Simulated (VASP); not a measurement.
## TiO2: single point with PBE+D3(BJ)

TiO2:

```
Ti O
1.0
     3.91967    0.00000    0.00000
     0.00000    3.91967    0.00000
     0.00000    0.00000    9.88821
Ti O
4 8
Direct
  0.96933 0.05689 0.00600
  0.93040 0.47703 0.24974
  0.52379 0.46557 0.49714
  0.53691 0.94206 0.74753
  0.02393 0.00041 0.17888
  0.99531 0.49292 0.45026
  0.89040 0.54612 0.04638
  0.07554 0.92617 0.77571
  0.43499 0.43644 0.70330
  0.51772 0.14958 0.94742
  0.48453 0.87555 0.50207
  0.43917 0.45065 0.30271
```

```json
{
 "Program": "VASP 6.6.1",
 "Task": "single point",
 "Functional": "PBE",
 "Dispersion": "D3(BJ)",
 "Potentials or basis": "VASP PAW PBE potentials, release 64 (Ti_sv, O)",
 "Cutoff": "520 eV",
 "k mesh": "3 × 3 × 1",
 "Occupations": "fermi-dirac, width 0.36 eV",
 "Spin": "no spin polarisation"
}
```

```
Pressure                   : -6.5 GPa
Largest force              : 6.758 eV/Å
Band gap on the k mesh     : 2.08 eV, indirect (least direct gap 2.10 eV)
Dispersion energy per atom : -0.201 eV
```

Forces in eV/Å, atoms in the order of the input:
```
Ti   0.270  0.544 -3.349
Ti   0.382  0.287  0.084
Ti  -0.578 -3.916  0.283
Ti  -1.218  0.781  0.516
O   -0.338  0.855  3.937
O   -1.595 -1.171 -0.416
O    1.130 -0.622  0.345
O   -2.405  0.027  1.032
O    2.389 -0.488 -1.320
O   -0.507 -2.525 -0.880
O    0.115  6.423  2.099
O    2.355 -0.194 -2.331
```

Stress tensor (GPa, compression positive):
```
-13.75   2.10   0.95
  2.10  -1.77   2.84
  0.95   2.84  -4.08
```

Levels at points of the mesh, in eV from the valence-band top:
```
           k point  band 45  band 46  band 47  band 48  band 49  band 50  band 51  band 52
(0.00, 0.00, 0.00)    -0.57    -0.48    -0.20    -0.03     2.08     2.10     2.35     2.75
```

Run time: 100 s on 1 thread of Intel(R) Xeon(R) Platinum 8175M CPU @ 2.50GHz (Skylake/Cascade Lake) (shared host), peak memory 0.25 GiB.

Caveat: the k points lie up to 0.64 Å⁻¹ apart; forces of over 1 eV/Å act on the atoms, so gaps and moduli don't describe the material at rest. A k mesh can miss the band edges.
